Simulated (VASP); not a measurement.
# Hg in VASP: notebook, part 3 of 3

VASP 6.6.1. Earlier steps stand in the parts before.

## 6. Electric field gradients, PBEsol (zz strain of +2 %)

Contents of INCAR:

```
SYSTEM = Hg
  PREC = Accurate
  ENCUT = 410
  EDIFF = 1E-8
  ISMEAR = -1
  SIGMA = 0.05
  LREAL = .False.
  LASPH = .True.
  NELM = 120
  ALGO = Normal
  ISIF = 2
  LWAVE = .False.
  LCHARG = .False.
  GGA = PS
  LEFG = .True.
  NBANDS = 37
  GGA_COMPAT = .False.
```

Contents of KPOINTS:

```
regular mesh
0
Gamma
  8 8 9
  0 0 0
```

Contents of POSCAR:

```
Hg
1.0
    4.5400020208      0.0000000000      0.0000000000
   -2.2700010104      3.9317570832      0.0000000000
    0.0000000000      0.0000000000      3.9474000000
Hg
3
Direct
    0.3333333333      0.6666666667      0.5000000000
    0.0000000000      0.0000000000      0.0000000000
    0.6666666667      0.3333333333      0.5000000000
```

Potentials or basis: VASP PAW PBE potentials, release 64 (Hg_sv_GW).

Command:

```sh
$ cat potpaw_PBE.64/Hg_sv_GW/POTCAR > POTCAR
$ mpirun -np 1 vasp_std > vasp.out
```

OUTCAR:

```text
SYSTEM = Hg
   PREC = Accurate
   ENCUT = 410
   EDIFF = 1E-8
   ISMEAR = -1
   LREAL = .False.
   LASPH = .True.
   NELM = 120
   ISIF = 2
   GGA = PS

 ion  position               nearest neighbor table
   1  0.333  0.667  0.500-   3 2.62   3 2.62   3 2.62   2 3.28   2 3.28   2 3.28   2 3.28   2 3.28
                             2 3.28
   2  0.000  0.000  0.000-   1 3.28   3 3.28   1 3.28   3 3.28   1 3.28   1 3.28   3 3.28   3 3.28
                             3 3.28   3 3.28   1 3.28   1 3.28
   3  0.667  0.333  0.500-   1 2.62   1 2.62   1 2.62   2 3.28   2 3.28   2 3.28   2 3.28   2 3.28
                             2 3.28

  LATTYP: Found a hexagonal cell.
 ALAT       =     4.5400020208
 C/A-ratio  =     0.8694709786

  Lattice vectors:

 A1 = (   4.5400020208,   0.0000000000,   0.0000000000)
 A2 = (  -2.2700010104,   3.9317570832,   0.0000000000)
 A3 = (   0.0000000000,   0.0000000000,   3.9474000000)

Analysis of symmetry for initial positions (statically):
=====================================================================
 Subroutine PRICEL returns:
 Original cell was already a primitive cell.

 Routine SETGRP: Setting up the symmetry group for a
 hexagonal supercell.

 Subroutine GETGRP returns: Found 24 space group operations
 (whereof 24 operations were pure point group operations)
 out of a pool of 24 trial point group operations.

The static configuration has the point symmetry D_6h.

Analysis of symmetry for dynamics (positions and initial velocities):
=====================================================================
 Subroutine PRICEL returns:
 Original cell was already a primitive cell.

 Routine SETGRP: Setting up the symmetry group for a
 hexagonal supercell.

 Subroutine GETGRP returns: Found 24 space group operations
 (whereof 24 operations were pure point group operations)
 out of a pool of 24 trial point group operations.

The dynamic configuration has the point symmetry D_6h.

 Subroutine INISYM returns: Found 24 space group operations
 (whereof 24 operations are pure point group operations),
 and found     1 'primitive' translations

----------------------------------------------------------------------------------------

                                     Primitive cell

  volume of cell :      70.4618

  direct lattice vectors                    reciprocal lattice vectors
     4.540002021  0.000000000  0.000000000     0.220264219  0.127169606  0.000000000
    -2.270001010  3.931757083  0.000000000     0.000000000  0.254339212  0.000000000
     0.000000000  0.000000000  3.947400000     0.000000000  0.000000000  0.253331307

  length of vectors
     4.540002021  4.540002021  3.947400000     0.254339212  0.254339212  0.253331307

  position of ions in fractional coordinates (direct lattice)
     0.333333333  0.666666667  0.500000000
     0.000000000  0.000000000  0.000000000
     0.666666667  0.333333333  0.500000000

  ion indices of the primitive-cell ions
   primitive index   ion index
                 1           1
[... 83 lines left out ...]
   TEBEG  =    0.0;   TEEND  =   0.0 temperature during run
   PSTRESS=    0.0 pullay stress
   NELECT =      60.0000    total number of electrons
   NUPDOWN=      -1.0000    fix difference up-down
   EMIN   =  10.00;   EMAX   =-10.00  energy-range for DOS
   EFERMI =   0.00;   METHOD = LEGACY
   ISMEAR =    -1;   SIGMA  =   0.05  broadening in eV -4-tet -1-fermi 0-gaus
   EFERMI_NEDOS =   21; number of points for ismear=-14 and -15
   IALGO  =     38    algorithm
   IMIX   =      4    mixing-type and parameters
     AMIX     =   0.40;   BMIX     =  1.00
     AMIX_MAG =   1.60;   BMIX_MAG =  1.00
  volume/ion in A,a.u.               =      23.49       158.50
  Fermi-wavevector in a.u.,A,eV,Ry     =   1.551698  2.932285 32.759669  2.407768
  Thomas-Fermi vector in A             =   2.656180
   LORBIT       =      0    0 simple, 1 ext, 2 COOP (PROOUT), +10 PAW based schemes
   GGA     = PS    functional components
   LHFCALC =     F    Hartree Fock is set to
   AEXX    =    0.0000 exact exchange contribution
   IVDW    =     0    specifies the selected vdW correction
   LEPSILON=     F    determine dielectric tensor
   LRPA    =     F    only Hartree local field effects (RPA)
 non-spin polarized calculation
  energy-cutoff  :      410.00
  volume of cell :       70.46
 maximum number of plane-waves:      1350
 NGX is ok and might be reduce to    30
   NGX = 15   NGY = 15   NGZ = 13

 number of electron      60.0000056 magnetization

 Free energy of the ion-electron system (eV)
  ---------------------------------------------------
  ext. energy  EPLUGINS =         0.00000000
  ---------------------------------------------------
  free energy    TOTEN  =        -1.12692931 eV

  energy without entropy =       -1.11488525  energy(sigma->0) =       -1.12090728

 E-fermi :   6.1111     XC(G=0): -11.4866

 val. band max:        6.1103969984   @ k =   0.3750   0.1250   0.3333
 cond. band min:       6.1158508745   @ k =   0.2500   0.1250   0.3333
 fundamental gap:      0.0054538761
 Fermi energy:         6.1110818856

 k-point     1 :       0.0000    0.0000    0.0000
  band No.  band energies     occupation
      1    -109.4195      2.00000
      2    -109.4027      2.00000
      3    -108.8337      2.00000
      4     -57.8399      2.00000
      5     -57.8399      2.00000
      6     -57.6815      2.00000
[... 949 lines left out ...]
     36      14.7435      0.00000
     37      16.7756      0.00000

 [... further k-points ...]

------------------------ aborting loop because EDIFF is reached ----------------------------------------

  FORCE on cell =-STRESS in cart. coord.  units (eV):
  Direction    XX          YY          ZZ          XY          YZ          ZX
  --------------------------------------------------------------------------------------
  -------------------------------------------------------------------------------------
  Total        3.7284761      3.7284761     -1.7260015      0.0000000     -0.0000000      0.0000000
  in kB       84.7789599     84.7789599    -39.2462248      0.0000000     -0.0000000      0.0000000
  external PRESSURE =      43.4372317 kB  Pullay stress =       0.0000000 kB

 VOLUME and BASIS-vectors are now :
 -----------------------------------------------------------------------------
  energy-cutoff  :      410.00
  volume of cell :       70.46
      direct lattice vectors                 reciprocal lattice vectors
     4.540002021  0.000000000  0.000000000     0.220264219  0.127169606  0.000000000
    -2.270001010  3.931757083  0.000000000     0.000000000  0.254339212  0.000000000
     0.000000000  0.000000000  3.947400000     0.000000000  0.000000000  0.253331307

 POSITION                                       TOTAL-FORCE (eV/Angst)
 -----------------------------------------------------------------------------------
     -0.00000      2.62117      1.97370         0.000000     -0.000000     -0.000000
      0.00000      0.00000      0.00000         0.000000      0.000000      0.000000
      2.27000      1.31059      1.97370        -0.000000      0.000000      0.000000
 -----------------------------------------------------------------------------------
    total drift:                                0.000000      0.000000      0.000000

  FREE ENERGIE OF THE ION-ELECTRON SYSTEM (eV)
  ---------------------------------------------------
  free  energy   TOTEN  =        -1.1269293078 eV

  energy  without entropy=       -1.1148852482  energy(sigma->0) =       -1.12090728

 Electric field gradients (V/A^2)
---------------------------------------------------------------------
 ion       V_xx      V_yy      V_zz      V_xy      V_xz      V_yz
---------------------------------------------------------------------
   1    -142.844  -142.840   285.684     0.003     0.000     0.000
   2     -13.460   -13.456    26.916     0.004    -0.000     0.000
   3    -142.844  -142.840   285.684     0.003     0.000     0.000
---------------------------------------------------------------------

 Electric field gradients after diagonalization (V/A^2)
 (convention: |V_zz| > |V_xx| > |V_yy|)
----------------------------------------------------------------------
 ion       V_xx      V_yy      V_zz     asymmetry (V_yy - V_xx)/ V_zz
----------------------------------------------------------------------
   1    -142.846  -142.838   285.684       0.000
   2     -13.462   -13.454    26.916       0.000
   3    -142.846  -142.838   285.684       0.000
----------------------------------------------------------------------

           NMR quadrupolar parameters

 Cq : quadrupolar parameter    Cq=e*Q*V_zz/h
 eta: asymmetry parameters     (V_yy - V_xx)/ V_zz
 Q  : nuclear electric quadrupole moment in mb (millibarn)
----------------------------------------------------------------------
 ion       Cq(MHz)       eta       Q (mb)
----------------------------------------------------------------------
   1       0.691       0.000       1.000
   2       0.065       0.000       1.000
   3       0.691       0.000       1.000
----------------------------------------------------------------------
```

It took 81 s on 1 thread of Intel Xeon Platinum 8559C (Emerald Rapids), shared host; peak memory 0.21 GiB.

Results:

- Free energy: -1.1269 eV
- Pressure: 4.3 GPa
- Band gap on the k mesh: zero (bands 30 and 31 overlap by 5.06 eV)
- Largest electric field gradient by atom: Hg +285.7, +26.9 (each value once) V/Å²

Stress tensor (GPa, compression positive):
```
 8.48  0.00  0.00
 0.00  8.48  0.00
 0.00  0.00 -3.92
```

Levels at points of the mesh, in eV from the Fermi level:
```csv
k point,band 26,band 27,band 28,band 29,band 30,band 31,band 32,band 33,band 34,band 35
"(0.00, 0.00, 0.00)",-6.61,-5.92,-5.92,0.27,1.65,2.68,3.62,3.62,3.91,3.91
"(0.50, 0.00, 0.00)",-6.25,-5.87,-5.70,-4.94,-0.59,0.26,5.78,5.83,6.63,7.42
```

Electric field gradients, principal values (V/Å²):
| atom | least | middle | greatest (by size) |
| --- | --- | --- | --- |
| 1 Hg | -142.838 | -142.846 | 285.684 |
| 2 Hg | -13.454 | -13.462 | 26.916 |
| 3 Hg | -142.838 | -142.846 | 285.684 |

Caveat: the cell differs from its parent crystal (zz strain of +2 %); the stress differs along the axes, from -4 to 8 GPa; without QUAD_EFG the Cq values of the log hold for a quadrupole moment of 1 mb, not for the nuclei; the PAW data sets were made with another functional, which shifts forces and pressure a little; spin-orbit coupling is left out, which moves the levels of the heavy elements.

## 7. Electric field gradients, PBEsol (equal xy, yz and zx shear strains of -1 %)

Contents of INCAR:

```
  PREC = Accurate
  ENCUT = 520
  EDIFF = 1E-8
  ISMEAR = -1
  SIGMA = 0.05
  LREAL = False
  LASPH = True
  NELM = 60
  ALGO = Normal
  ISIF = 2
  LWAVE = False
  LCHARG = False
  GGA = PS
  LEFG = True
  NBANDS = 25
```

Contents of KPOINTS:

```
Automatic mesh
0
Gamma
  8 8 9
```

Contents of POSCAR:

```
Hg
1.0
    4.5400020208     -0.0227000101     -0.0227000101
   -2.2896597958      3.9431070882     -0.0083087804
   -0.0193500000     -0.0193500000      3.8700000000
Hg
3
Direct
    0.3333333333      0.6666666667      0.5000000000
    0.0000000000      0.0000000000      0.0000000000
    0.6666666667      0.3333333333      0.5000000000
```

Potentials or basis: VASP PAW PBE potentials, release 64 (Hg).

Command:

```sh
$ cat potpaw_PBE.64/Hg/POTCAR > POTCAR
$ mpirun -np 1 vasp_std > vasp.out
```

OUTCAR:

```text
PREC = Accurate
   ENCUT = 520
   EDIFF = 1E-8
   ISMEAR = -1
   LREAL = False
   LASPH = True
   NELM = 60
   ISIF = 2
   GGA = PS

 ion  position               nearest neighbor table
   1  0.333  0.667  0.500-   3 2.61   3 2.62   3 2.63   2 3.23   2 3.24   2 3.26   2 3.27   2 3.27
                             2 3.27
   2  0.000  0.000  0.000-   3 3.23   1 3.23   3 3.24   1 3.24   1 3.26   3 3.26   1 3.27   3 3.27
                             3 3.27   1 3.27   3 3.27   1 3.27
   3  0.667  0.333  0.500-   1 2.61   1 2.62   1 2.63   2 3.23   2 3.24   2 3.26   2 3.27   2 3.27
                             2 3.27

  LATTYP: Found a triclinic cell.
 ALAT       =     8.7812734012
 B/A-ratio  =     0.5147845459
 C/A-ratio  =     1.0029861691
 COS(alpha) =     0.0015409774
 COS(beta)  =     0.6002299135
 COS(gamma) =     0.7759651699

  Lattice vectors:

 A1 = (   6.8096942458,   3.9170570680,  -3.9237088006)
 A2 = (   2.2503422250,   3.9204070781,  -0.0310087905)
 A3 = (   6.8490118166,  -3.9464570983,  -3.8843912297)

[... 875 lines left out ...]

 POSITION                                       TOTAL-FORCE (eV/Angst)
 -----------------------------------------------------------------------------------
     -0.02278      2.61150      1.92189         0.163873      0.002107     -0.000178
      0.00000      0.00000      0.00000        -0.000000      0.000000     -0.000000
      2.25377      1.28956      1.91710        -0.163873     -0.002107      0.000178
 -----------------------------------------------------------------------------------
    total drift:                                0.000000     -0.000000     -0.000000

  FREE ENERGIE OF THE ION-ELECTRON SYSTEM (eV)
  ---------------------------------------------------
  free  energy   TOTEN  =        -1.0496715262 eV

  energy  without entropy=       -1.0403043060  energy(sigma->0) =       -1.04498792

 Electric field gradients (V/A^2)
---------------------------------------------------------------------
 ion       V_xx      V_yy      V_zz      V_xy      V_xz      V_yz
---------------------------------------------------------------------
   1    -169.318  -168.569   337.887    -4.887    -0.373    -0.372
   2     -17.051   -16.324    33.375    -2.699    -6.722    -6.668
   3    -169.318  -168.569   337.887    -4.887    -0.373    -0.372
---------------------------------------------------------------------

 Electric field gradients after diagonalization (V/A^2)
 (convention: |V_zz| > |V_xx| > |V_yy|)
----------------------------------------------------------------------
 ion       V_xx      V_yy      V_zz     asymmetry (V_yy - V_xx)/ V_zz
----------------------------------------------------------------------
   1    -173.845  -164.042   337.888       0.029
   2     -21.053   -13.970    35.023       0.202
   3    -173.845  -164.042   337.888       0.029
----------------------------------------------------------------------

           NMR quadrupolar parameters

 Cq : quadrupolar parameter    Cq=e*Q*V_zz/h
 eta: asymmetry parameters     (V_yy - V_xx)/ V_zz
 Q  : nuclear electric quadrupole moment in mb (millibarn)
----------------------------------------------------------------------
 ion       Cq(MHz)       eta       Q (mb)
----------------------------------------------------------------------
   1       0.817       0.029       1.000
   2       0.085       0.202       1.000
   3       0.817       0.029       1.000
----------------------------------------------------------------------
```

Run time: 11 min. Hardware: 1 thread of Intel Xeon 8259CL, shared host; peak memory 0.47 GiB.

What came out:

* Free energy: -1.0497 eV
* Pressure: 8.6 GPa
* Largest force: 0.164 eV/Å
* Band gap on the k mesh: zero (bands 18 and 19 overlap by 5.12 eV)
* Largest electric field gradient by atom: Hg +337.9, +35.0 (each value once) V/Å²

Forces on the atoms (eV/Å):
```
Hg   0.164  0.002  0.000
Hg   0.000  0.000  0.000
Hg  -0.164 -0.002  0.000
```

Levels at points of the mesh, in eV from the Fermi level:
| k point | band 16 | band 17 | band 18 | band 19 | band 20 | band 21 |
| --- | --- | --- | --- | --- | --- | --- |
| (0.00, 0.00, 0.00) | -5.91 | 0.40 | 1.93 | 2.64 | 3.54 | 3.59 |
| (0.50, 0.00, 0.00) | -5.73 | -4.97 | -0.75 | 0.23 | 6.11 | 6.14 |
| (0.00, 0.50, 0.00) | -5.75 | -4.99 | -0.70 | 0.31 | 6.08 | 6.12 |
| (0.50, 0.50, 0.00) | -5.77 | -5.00 | -0.64 | 0.39 | 6.06 | 6.09 |

Electric field gradients, principal values (V/Å²):
| atom | least | middle | greatest (by size) |
| --- | --- | --- | --- |
| 1 Hg | -164.042 | -173.845 | 337.888 |
| 2 Hg | -13.970 | -21.053 | 35.023 |
| 3 Hg | -164.042 | -173.845 | 337.888 |

Caveat: the cell differs from its parent crystal (equal xy, yz and zx shear strains of -1 %); the stress differs along the axes, from -0 to 13 GPa; without QUAD_EFG the Cq values of the log hold for a quadrupole moment of 1 mb, not for the nuclei; the PAW data sets were made with another functional, which shifts forces and pressure a little; spin-orbit coupling is left out, which moves the levels of the heavy elements.

## 8. The runs side by side

| potentials or basis | cell | cutoff (eV) | gap on the mesh (eV) | pressure (GPa) |
| --- | --- | --- | --- | --- |
| VASP PAW PBE potentials, release 64 (Hg_sv_GW) | a = 4.555, b = 4.555, c = 3.883 Å, angles 90.0, 90.0, 120.0°, 3 atoms | 410 | none | 4.2 |
| VASP PAW PBE potentials, release 64 (Hg_sv_GW) | a = 4.447, b = 4.447, c = 3.791 Å, angles 90.0, 90.0, 120.0°, 3 atoms | 410 | none | 10.8 |
| VASP PAW PBE potentials, release 64 (Hg_sv_GW) | a = 4.510, b = 4.510, c = 3.844 Å, angles 90.0, 90.0, 120.0°, 3 atoms | 410 | none | 6.7 |
| VASP PAW PBE potentials, release 64 (Hg_sv_GW) | a = 4.540, b = 4.540, c = 3.831 Å, angles 90.0, 90.0, 120.0°, 3 atoms | 410 | none | 5.4 |
| VASP PAW PBE potentials, release 64 (Hg_sv_GW) | a = 4.540, b = 4.540, c = 3.947 Å, angles 90.0, 90.0, 120.0°, 3 atoms | 410 | none | 4.3 |
| VASP PAW PBE potentials, release 64 (Hg) | a = 4.540, b = 4.560, c = 3.870 Å, angles 90.2, 90.6, 120.4°, 3 atoms | 520 | none | 8.6 |

Alike in all rows: task electric field gradients; level PBEsol; no spin polarisation; k mesh 8 × 8 × 9; smearing fermi-dirac 0.05 eV.

Caveats: the PAW data sets were made with another functional, which shifts forces and pressure a little; spin-orbit coupling is left out, which moves the levels of the heavy elements; the stress differs along the axes, from -4 to 8 GPa (at least some runs); the stress differs along the axes, from -1 to 17 GPa (at least some runs); the stress differs along the axes, from -3 to 11 GPa (at least some runs); the stress differs along the axes, from -3 to 10 GPa (at least some runs); the stress differs along the axes, from -0 to 13 GPa (at least some runs).

Total energies depend on the potentials used, so only differences within one code and one set of settings carry meaning.

The gap in the log of VASP goes by the Fermi energy; the results here count the filled bands.